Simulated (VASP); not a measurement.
Crystal: RbBr.

```
Rb Br
1.0
     0.00000    3.45595    3.45595
     3.45595    0.00000    3.45595
     3.45595    3.45595    0.00000
Rb Br
1 1
Cartesian
  0.0000 0.0000 0.0000
  3.4560 3.4560 3.4560
```

- Program: VASP 6.6.1
- Task: relaxation of cell and atoms
- Functional: PBE
- Potentials or basis: VASP PAW PBE potentials, release 64 (Rb_sv, Br)
- Cutoff: 600 eV
- k mesh: 6 × 6 × 6
- Occupations: gaussian, width 0.02 eV
- Spin: no spin polarisation

At the start: pressure 0.6 GPa; volume 41.28 Å³/atom.

Q: How do energy, volume and symmetry change on relaxing?

A: Over 4 steps the energy falls by 3.8 meV/atom and the volume is 43.29 Å³/atom (+4.9 %); space group Fm-3m (No. 225, to 0.05 Å).

The path:
```csv
step,energy change (eV),largest force (eV/Å),pressure (GPa),volume (Å³)
1,0.0000,0.0000,0.63,82.55
2,-0.0057,0.0000,0.30,84.51
3,-0.0075,0.0000,-0.03,86.78
4,-0.0075,0.0000,0.00,86.58
```

Final structure:
```
Rb Br
1.0
     0.00000    3.51125    3.51125
     3.51125    0.00000    3.51125
     3.51125    3.51125    0.00000
Rb Br
1 1
Direct
  0.00000 0.00000 0.00000
  0.50000 0.50000 0.50000
```
